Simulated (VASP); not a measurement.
A run of VASP 6.6.1 is set up as follows.

File POSCAR:

```
CoRu3
1.0
    3.7050145469      0.0000000000      0.0000000000
    0.0000000000      3.7050145469      0.0000000000
    0.0000000000      0.0000000000      3.7050145469
Co Ru
1 3
Direct
    0.0000000000      0.0000000000      0.0000000000
    0.0000000000      0.5000000000      0.5000000000
    0.5000000000      0.0000000000      0.5000000000
    0.5000000000      0.5000000000      0.0000000000
```

INCAR.step1

```
ALGO = Normal ; EDIFF = 1E-4
ENCUT = 600 ; GGA = PE
ISMEAR = 0 ; LASPH = T
LCHARG = F ; LREAL = F
LWAVE = T ; NELM = 60
PREC = Accurate ; SIGMA = 0.1
```

File INCAR.step2:

```
ALGO = Normal ; EDIFF = 1E-6
EDIFFG = -0.01 ; ENCUT = 600
IBRION = 2 ; ISIF = 3
ISMEAR = 0 ; ISTART = 1
LASPH = T ; LCHARG = F
LMIXTAU = T ; LREAL = F
LWAVE = F ; METAGGA = R2SCAN
NELM = 60 ; NSW = 100
PREC = Accurate ; SIGMA = 0.1
```

KPOINTS

```
k-points
0
Gamma
  12 12 12
```

Potentials or basis: VASP PAW PBE potentials, release 64 (Co, Ru_pv).

Launch:

```bash
$ cat potpaw_PBE.64/Co/POTCAR potpaw_PBE.64/Ru_pv/POTCAR > POTCAR
$ cp INCAR.step1 INCAR
$ mpirun -np 1 vasp_std > vasp.out
$ cp INCAR.step2 INCAR
$ mpirun -np 1 vasp_std > vasp.out
```

(1) Predict the relaxed volume.

(2) Estimate the relaxed cell.

(3) What does it give for the band gap on the k mesh?

(4) Estimate the space group after relaxing (to 0.1 Å).

## Answers

(1) 12.76 Å³/atom.

(2) a = 3.709 Å, b = 3.709 Å, c = 3.709 Å, α = 90.00°, β = 90.00°, γ = 90.00°.

(3) zero (an odd number of electrons rules out a gap without spin polarisation).

(4) Pm-3m (No. 221).

Caveat: the PAW data sets were made with another functional, which shifts forces and pressure a little; the run has no spin polarisation, though such a crystal can be magnetic.
